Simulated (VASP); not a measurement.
# Hf in VASP: single point with LDA

Aim: the single point of Hf with LDA.

All numbers are computed with VASP 6.6.1; they aren't measurements. Logs are shortened: lines on timing, memory, paths and dates and some standing lists are left out, and cuts for length are marked.

## Step 1: The cell of the first run

The cell holds a slab with vacuum, 6 atoms: a = 3.119 Å, b = 4.942 Å, c = 22.303 Å, α = 90.00°, β = 90.00°, γ = 90.00°.

## Step 2: Single point, LDA

File INCAR:

```
  PREC = Accurate
  ENCUT = 520
  EDIFF = 1E-6
  ISMEAR = -1
  SIGMA = 0.05
  LREAL = False
  LASPH = True
  NELM = 100
  ALGO = Normal
  ISIF = 2
  LWAVE = False
  LCHARG = False
  GGA = CA
  NBANDS = 39
```

File KPOINTS:

```
Automatic mesh
0
Gamma
  12 8 1
```

File POSCAR:

```
Hf
1.0
    3.1190139511      0.0000000000      0.0000000000
    0.0000000000      4.9418267784      0.0000000000
    0.0000000000      0.0000000000     22.3027000000
Hf
6
Direct
    0.7500000000      0.7500000000      0.3631551490
    0.2500000000      0.2500000000      0.4027212930
    0.2500000000      0.7500000000      0.4773402291
    0.7500000000      0.2500000000      0.5226597711
    0.7500000000      0.7500000000      0.5972787119
    0.2500000000      0.2500000000      0.6368448459
```

Potentials or basis: VASP PAW LDA potentials, release 64 (Hf_pv).

Run with:

```
$ cat potpaw_LDA.64/Hf_pv/POTCAR > POTCAR
$ mpirun -np 1 vasp_std > vasp.out
```

OUTCAR:

```text
PREC = Accurate
   ENCUT = 520
   EDIFF = 1E-6
   ISMEAR = -1
   LREAL = False
   LASPH = True
   NELM = 100
   ISIF = 2
   GGA = CA

 ion  position               nearest neighbor table
   1  0.750  0.750  0.363-   3 2.99   3 2.99   2 3.05   2 3.05   2 3.05   2 3.05
   2  0.250  0.250  0.403-   3 2.98   3 2.98   1 3.05   1 3.05   1 3.05   1 3.05   4 3.10   4 3.10

   3  0.250  0.750  0.477-   2 2.98   2 2.98   1 2.99   1 2.99   4 3.09   4 3.09   4 3.09   4 3.09
                             5 3.10   5 3.10
   4  0.750  0.250  0.523-   5 2.98   5 2.98   6 2.99   6 2.99   3 3.09   3 3.09   3 3.09   3 3.09
                             2 3.10   2 3.10
   5  0.750  0.750  0.597-   4 2.98   4 2.98   6 3.05   6 3.05   6 3.05   6 3.05   3 3.10   3 3.10

   6  0.250  0.250  0.637-   4 2.99   4 2.99   5 3.05   5 3.05   5 3.05   5 3.05

  LATTYP: Found a simple orthorhombic cell.
 ALAT       =     3.1190139511
 B/A-ratio  =     1.5844195813
 C/A-ratio  =     7.1505611548

  Lattice vectors:

 A1 = (   3.1190139511,   0.0000000000,   0.0000000000)
 A2 = (   0.0000000000,   4.9418267784,   0.0000000000)
 A3 = (   0.0000000000,   0.0000000000,  22.3027000000)

Analysis of symmetry for initial positions (statically):
=====================================================================
 Subroutine PRICEL returns:
 Original cell was already a primitive cell.

 Routine SETGRP: Setting up the symmetry group for a
 simple orthorhombic supercell.

 Subroutine GETGRP returns: Found  8 space group operations
 (whereof  2 operations were pure point group operations)
 out of a pool of  8 trial point group operations.

The static configuration has the point symmetry S_2 .
 The point group associated with its full space group is D_2h.

Analysis of symmetry for dynamics (positions and initial velocities):
=====================================================================
 Subroutine PRICEL returns:
 Original cell was already a primitive cell.

 Routine SETGRP: Setting up the symmetry group for a
 simple orthorhombic supercell.

 Subroutine GETGRP returns: Found  8 space group operations
 (whereof  2 operations were pure point group operations)
 out of a pool of  8 trial point group operations.

The dynamic configuration has the point symmetry S_2 .
 The point group associated with its full space group is D_2h.

 Subroutine INISYM returns: Found  8 space group operations
 (whereof  2 operations are pure point group operations),
 and found     1 'primitive' translations

----------------------------------------------------------------------------------------

                                     Primitive cell

  volume of cell :     343.7655

  direct lattice vectors                    reciprocal lattice vectors
     3.119013951  0.000000000  0.000000000     0.320614148  0.000000000  0.000000000
     0.000000000  4.941826778  0.000000000     0.000000000  0.202354321  0.000000000
     0.000000000  0.000000000 22.302700000     0.000000000  0.000000000  0.044837621

  length of vectors
     3.119013951  4.941826778 22.302700000     0.320614148  0.202354321  0.044837621

  position of ions in fractional coordinates (direct lattice)
     0.750000000  0.750000000  0.363155149
     0.250000000  0.250000000  0.402721293
     0.250000000  0.750000000  0.477340229
     0.750000000  0.250000000  0.522659771
     0.750000000  0.750000000  0.597278712
     0.250000000  0.250000000  0.636844846

  ion indices of the primitive-cell ions
   primitive index   ion index
                 1           1
                 2           2
                 3           3
                 4           4
                 5           5
                 6           6

----------------------------------------------------------------------------------------

 KPOINTS: Automatic mesh

Automatic generation of k-mesh.
 Grid dimensions read from file:
 generate k-points for:   12    8    1

 Generating k-lattice:

  Cartesian coordinates                     Fractional coordinates (reciprocal lattice)
     0.026717846  0.000000000  0.000000000     0.083333333  0.000000000  0.000000000
     0.000000000  0.025294290  0.000000000     0.000000000  0.125000000  0.000000000
     0.000000000  0.000000000  0.044837621     0.000000000  0.000000000  1.000000000

  Length of vectors
     0.026717846  0.025294290  0.044837621

  Shift w.r.t. Gamma in fractional coordinates (k-lattice)
     0.000000000  0.000000000  0.000000000

 Subroutine IBZKPT returns following result:
 ===========================================

 Found     35 irreducible k-points:

 Following reciprocal coordinates:
            Coordinates               Weight
  0.000000  0.000000  0.000000      1.000000
  0.083333  0.000000  0.000000      2.000000
  0.166667  0.000000  0.000000      2.000000
  0.250000  0.000000  0.000000      2.000000
  0.333333  0.000000  0.000000      2.000000
  0.416667  0.000000  0.000000      2.000000
[... 16 lines left out ...]
  0.083333  0.375000  0.000000      4.000000
  0.166667  0.375000  0.000000      4.000000
 [... further k-points ...]
   k-points           NKPTS =     35   k-points in BZ     NKDIM =     35   number of bands    NBANDS=     39
   number of dos      NEDOS =    301   number of ions     NIONS =      6
   total plane-waves  NPLWV = 161280
   dimension x,y,z NGX =    24 NGY =   40 NGZ =  168
   dimension x,y,z NGXF=    48 NGYF=   80 NGZF=  336
   ions per type =               6
   NGX,Y,Z   is equivalent  to a cutoff of  12.79, 13.46, 12.52 a.u.
   NGXF,Y,Z  is equivalent  to a cutoff of  25.58, 26.91, 25.05 a.u.
 SYSTEM =  unknown system
   PREC   = accura    normal or accurate (medium, high low for compatibility)
   ISTART =      0    job   : 0-new  1-cont  2-samecut
   ICHARG =      2    charge: 1-file 2-atom 10-const
   ISPIN  =      1    spin polarized calculation?
   LNONCOLLINEAR =      F non collinear calculations
   LSORBIT =      F    spin-orbit coupling
   LASPH  =      T    aspherical Exc in radial PAW
   ENCUT  =  520.0 eV  38.22 Ry    6.18 a.u.   5.80  9.19 41.47*2*pi/ulx,y,z
   NELM   =    100;   NELMIN=  2; NELMDL= -5     # of ELM steps
   EDIFF  = 0.1E-05   stopping-criterion for ELM
   LREAL  =      F    real-space projection
   EDIFFG = 0.1E-04   stopping-criterion for IOM
   NSW    =      0    number of steps for IOM
   IBRION =     -1    ionic relax: 0-MD 1-quasi-New 2-CG
   NFREE  =      0    steps in history (QN), initial steepest desc. (CG)
   ISIF   =      2    stress and relaxation
   ISYM   =      2    0-nonsym 1-usesym 2-fastsym
   POTIM  = 0.5000    time-step for ionic-motion
   TEBEG  =    0.0;   TEEND  =   0.0 temperature during run
   PSTRESS=    0.0 pullay stress
   NELECT =      60.0000    total number of electrons
   NUPDOWN=      -1.0000    fix difference up-down
   EMIN   =  10.00;   EMAX   =-10.00  energy-range for DOS
   EFERMI =   0.00;   METHOD = LEGACY
   ISMEAR =    -1;   SIGMA  =   0.05  broadening in eV -4-tet -1-fermi 0-gaus
   EFERMI_NEDOS =   21; number of points for ismear=-14 and -15
   IALGO  =     38    algorithm
   IMIX   =      4    mixing-type and parameters
     AMIX     =   0.40;   BMIX     =  1.00
     AMIX_MAG =   1.60;   BMIX_MAG =  1.00
  volume/ion in A,a.u.               =      57.29       386.64
  Fermi-wavevector in a.u.,A,eV,Ry     =   0.914895  1.728900 11.388518  0.837032
  Thomas-Fermi vector in A             =   2.039574
   LORBIT       =      0    0 simple, 1 ext, 2 COOP (PROOUT), +10 PAW based schemes
   GGA     = CA    functional components
   LHFCALC =     F    Hartree Fock is set to
   AEXX    =    0.0000 exact exchange contribution
   IVDW    =     0    specifies the selected vdW correction
   LEPSILON=     F    determine dielectric tensor
   LRPA    =     F    only Hartree local field effects (RPA)
 non-spin polarized calculation
  energy-cutoff  :      520.00
  volume of cell :      343.77
 maximum number of plane-waves:      9294
 NGX is ok and might be reduce to    24
   NGX = 11   NGY = 19   NGZ = 83

 number of electron      60.0000002 magnetization

 Free energy of the ion-electron system (eV)
  ---------------------------------------------------
  ext. energy  EPLUGINS =         0.00000000
  ---------------------------------------------------
  free energy    TOTEN  =       -60.24791249 eV

  energy without entropy =      -60.19419307  energy(sigma->0) =      -60.22105278

 E-fermi :  -0.5918     XC(G=0):  -5.2950

 val. band max:       -0.6048063470   @ k =   0.4167   0.3750   0.0000
 cond. band min:      -0.5913652792   @ k =   0.2500   0.2500   0.0000
 fundamental gap:      0.0134410678
 Fermi energy:        -0.5917570021

 k-point     1 :       0.0000    0.0000    0.0000
  band No.  band energies     occupation
      1     -31.5488      2.00000
      2     -31.4913      2.00000
      3     -31.4875      2.00000
      4     -31.4700      2.00000
      5     -31.1256      2.00000
      6     -31.0048      2.00000
[... 31 lines left out ...]
     38       1.0680      0.00000
     39       1.0798      0.00000

 k-point     2 :       0.0833    0.0000    0.0000
  band No.  band energies     occupation
      1     -31.5325      2.00000
      2     -31.4855      2.00000
      3     -31.4731      2.00000
      4     -31.4628      2.00000
      5     -31.1169      2.00000
      6     -31.0022      2.00000
[... 31 lines left out ...]
     38       1.1000      0.00000
     39       1.1283      0.00000

 k-point     3 :       0.1667    0.0000    0.0000
  band No.  band energies     occupation
      1     -31.4852      2.00000
      2     -31.4716      2.00000
      3     -31.4442      2.00000
      4     -31.4318      2.00000
      5     -31.0996      2.00000
      6     -31.0936      2.00000
[... 31 lines left out ...]
     38       1.2514      0.00000
     39       1.4111      0.00000

 k-point     4 :       0.2500    0.0000    0.0000
  band No.  band energies     occupation
      1     -31.4587      2.00000
      2     -31.4226      2.00000
      3     -31.4124      2.00000
      4     -31.3691      2.00000
      5     -31.2291      2.00000
      6     -31.1874      2.00000
[... 31 lines left out ...]
     38       1.1007      0.00000
     39       1.5258      0.00000
[... 754 lines left out ...]
     38       0.9721      0.00000
     39       1.0531      0.00000

 k-point    23 :       0.0833    0.3750    0.0000
  band No.  band energies     occupation
      1     -31.5444      2.00000
      2     -31.5366      2.00000
      3     -31.3154      2.00000
      4     -31.3115      2.00000
      5     -31.1756      2.00000
      6     -31.0865      2.00000
[... 31 lines left out ...]
     38       0.9537      0.00000
     39       0.9574      0.00000

 k-point    24 :       0.1667    0.3750    0.0000
  band No.  band energies     occupation
      1     -31.5188      2.00000
      2     -31.5130      2.00000
      3     -31.3171      2.00000
      4     -31.3141      2.00000
      5     -31.1676      2.00000
      6     -31.1607      2.00000
[... 31 lines left out ...]
     38       0.6524      0.00000
     39       1.1567      0.00000

 [... further k-points ...]
[... 5 lines left out ...]
  --------------------------------------------------------------------------------------
  -------------------------------------------------------------------------------------
  Total       -5.4422194     -1.8399075     -0.0431880      0.0000000      0.0000000      0.0000000
  in kB      -25.3643860     -8.5752007     -0.2012848      0.0000000      0.0000000      0.0000000
  external PRESSURE =     -11.3802905 kB  Pullay stress =       0.0000000 kB

 VOLUME and BASIS-vectors are now :
 -----------------------------------------------------------------------------
  energy-cutoff  :      520.00
  volume of cell :      343.77
      direct lattice vectors                 reciprocal lattice vectors
     3.119013951  0.000000000  0.000000000     0.320614148  0.000000000  0.000000000
     0.000000000  4.941826778  0.000000000     0.000000000  0.202354321  0.000000000
     0.000000000  0.000000000 22.302700000     0.000000000  0.000000000  0.044837621

 POSITION                                       TOTAL-FORCE (eV/Angst)
 -----------------------------------------------------------------------------------
      2.33926      3.70637      8.09934         0.000000     -0.000000      0.015335
      0.77975      1.23546      8.98177         0.000000     -0.000000     -0.009972
      0.77975      3.70637     10.64598        -0.000000      0.000000     -0.020123
      2.33926      1.23546     11.65672         0.000000     -0.000000      0.020123
      2.33926      3.70637     13.32093         0.000000     -0.000000      0.009972
      0.77975      1.23546     14.20336         0.000000     -0.000000     -0.015335
 -----------------------------------------------------------------------------------
    total drift:                                0.000000     -0.000000     -0.000009

  FREE ENERGIE OF THE ION-ELECTRON SYSTEM (eV)
  ---------------------------------------------------
  free  energy   TOTEN  =       -60.2479124861 eV

  energy  without entropy=      -60.1941930660  energy(sigma->0) =      -60.22105278
```

Run time: 11 min. Hardware: 1 thread of Intel Xeon Platinum 8488C (Sapphire Rapids), shared host; peak memory 0.51 GiB.

Results:

* Free energy: -60.2479 eV
* Largest force: 0.020 eV/Å
* Band gap on the k mesh: zero (band 30 reaches -0.23 eV, above the bottom of band 31 at -0.72 eV)

Forces in eV/Å, atoms in the order of the input:
```
Hf   0.000  0.000  0.015
Hf   0.000  0.000 -0.010
Hf   0.000  0.000 -0.020
Hf   0.000  0.000  0.020
Hf   0.000  0.000  0.010
Hf   0.000  0.000 -0.015
```

Caveat: spin-orbit coupling is left out, which moves the levels of the heavy elements.
